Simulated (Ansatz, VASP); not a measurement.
## One calculation of BaTiO3, two programs

```
CELL_PARAMETERS angstrom
3.97239 0.00000 0.00000
0.00000 2.89056 2.91590
0.00000 -2.89056 2.91590
ATOMIC_POSITIONS crystal
Ba 0.00000 0.01160 0.01160
Ti 0.50000 0.52781 0.52781
O 0.00000 0.48729 0.48729
O 0.50000 0.49316 0.97637
O 0.50000 0.97637 0.49316
```

Alike in both runs: task single point; functional PBE; k mesh 8 × 8 × 8; occupations gaussian, width 0.02 eV; no spin polarisation.

```csv
,VASP,Ansatz
version,VASP 6.6.1,Ansatz 0.2.0
potentials or method,"VASP PAW PBE potentials, release 64 (Ba_sv, Ti_sv, O), cutoff 520 eV","scalar-relativistic, plane waves, PAW"
valence electrons in the cell,40,40
```

|  | VASP | Ansatz | Ansatz less VASP |
| --- | --- | --- | --- |
| gap on the k mesh at the Fermi level (eV) | 2.35 | 2.39 | +0.042 |
| least direct gap on the mesh (eV) | 2.89 | 2.90 | +0.013 |
| pressure (GPa) | 1.6 | 0.0 | -1.57 |
| traceless stress, the component that is largest in VASP (GPa) | 0.06 | 0.01 | -0.047 |
| rms of the force components (eV/Å) | 0.037 | 0.001 | -0.0358 |

Atom by atom the forces differ by 0.036 eV/Å (rms over components). The functional is the same, so the differences come from potentials, cutoffs and numerics.

Neither program's run includes spin-orbit coupling.
